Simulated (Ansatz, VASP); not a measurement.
Two plane-wave programs on Cl

File INCAR:

```
  PREC = Accurate
  ENCUT = 500
  EDIFF = 1E-6
  ISMEAR = 0
  SIGMA = 0.02
  LREAL = F
  LASPH = T
  NELM = 120
  ALGO = Normal
  ISIF = 2
  LWAVE = F
  LCHARG = F
  GGA = PS
  NBANDS = 22
  GGA_COMPAT = F
```

Contents of KPOINTS:

```
regular mesh
0
Gamma
  8 8 4
```

File POSCAR:

```
Cl
1.0
    3.0863080000     -2.3169304000     -0.1012832000
    3.0323240000      2.2417384000     -0.0806752000
   -0.2408616000      0.0379960000      7.9673482000
Cl
4
Direct
    0.1126859547      0.8819582761      0.1012990315
    0.6387117102      0.3557786745      0.4001380145
    0.8770993017      0.1184519803      0.9028305085
    0.3715008013      0.6438133013      0.5957312349
```

Input for Ansatz:

```yaml
crystal:
  lattice:
    - [3.086308, -2.3169304, -0.1012832]
    - [3.032324, 2.2417384, -0.0806752]
    - [-0.2408616, 0.037996, 7.9673482]
  atoms:
    - { symbol: Cl, position: [0.1126859547, 0.8819582761, 0.1012990315] }
    - { symbol: Cl, position: [0.6387117102, 0.3557786745, 0.4001380145] }
    - { symbol: Cl, position: [0.8770993017, 0.1184519803, 0.9028305085] }
    - { symbol: Cl, position: [0.3715008013, 0.6438133013, 0.5957312349] }
basis:
  ecutwfc: 420
kpoints:
  mp_grid: { grid: [8, 8, 4] }
hamiltonian:
  xc: pbesol
scf:
  occupations: { method: gaussian, width: 0.02 }
output:
  forces: true
  stress: true
  eigenvalues: true
```

Change from the starting cell: all atoms moved at random, cell strained at random.

Alike in both runs: task single point; functional PBEsol; k mesh 8 × 8 × 4; occupations gaussian, width 0.02 eV; no spin polarisation.

```csv
,VASP,Ansatz
version,VASP 6.6.1,Ansatz 0.2.0
potentials or method,"VASP PAW PBE potentials, release 64 (Cl), cutoff 500 eV","scalar-relativistic, plane waves, PAW"
valence electrons in the cell,28,28
```

VASP gave:

```
gap on the k mesh at the Fermi level (eV)                     : 2.44
least direct gap on the mesh (eV)                             : 2.48
pressure (GPa)                                                : 1.3
traceless stress, the component that is largest in VASP (GPa) : -3.19
rms of the force components (eV/Å)                            : 0.816
```

Task: Which values does Ansatz return?

Result: gap on the k mesh at the Fermi level (eV): 2.39; least direct gap on the mesh (eV): 2.43; pressure (GPa): 1.8; traceless stress, the component that is largest in VASP (GPa): -3.32; rms of the force components (eV/Å): 0.919.

VASP's potentials were made for PBE, not for PBEsol. Atom by atom the forces differ by 0.124 eV/Å (rms over components). The functional is the same, so the differences come from potentials, cutoffs and numerics.
